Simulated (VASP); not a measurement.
Crystal: Sr2SO.

```
Sr S O
1.0
     4.04324    0.00000    0.00000
     0.00000    4.04324    0.00000
     0.00000    0.00000    5.71800
Sr S O
2 1 1
Direct
  0.00000 0.00000 0.00000
  0.50000 0.50000 0.50000
  0.00000 0.00000 0.50000
  0.50000 0.50000 0.00000
```

- Program: VASP 6.6.1
- Task: relaxation of cell and atoms
- Functional: PBE
- Dispersion: D4
- Potentials or basis: VASP PAW PBE potentials, release 64 (Sr_sv, S, O)
- Cutoff: 600 eV
- k mesh: 6 × 6 × 4
- Occupations: gaussian, width 0.01 eV
- Spin: no spin polarisation

At the start: pressure -1.3 GPa; volume 23.37 Å³/atom.

Where does the relaxation end?

Over 3 steps the energy falls by 2.2 meV/atom and the volume is 22.84 Å³/atom (-2.3 %); space group P4/mmm (No. 123, to 0.1 Å) before and after.

The path:
```
step  energy change (eV)  largest force (eV/Å)  pressure (GPa)  volume (Å³)
   1              0.0000                0.0000           -1.32        93.48
   2             -0.0084                0.0000            0.33        90.89
   3             -0.0089                0.0000            0.02        91.37
```

Final structure:
```
Sr S O
1.0
     4.01146    0.00000    0.00000
     0.00000    4.01146    0.00000
     0.00000    0.00000    5.67775
Sr S O
2 1 1
Cartesian
  0.0000 0.0000 0.0000
  2.0057 2.0057 2.8389
  0.0000 0.0000 2.8389
  2.0057 2.0057 0.0000
```
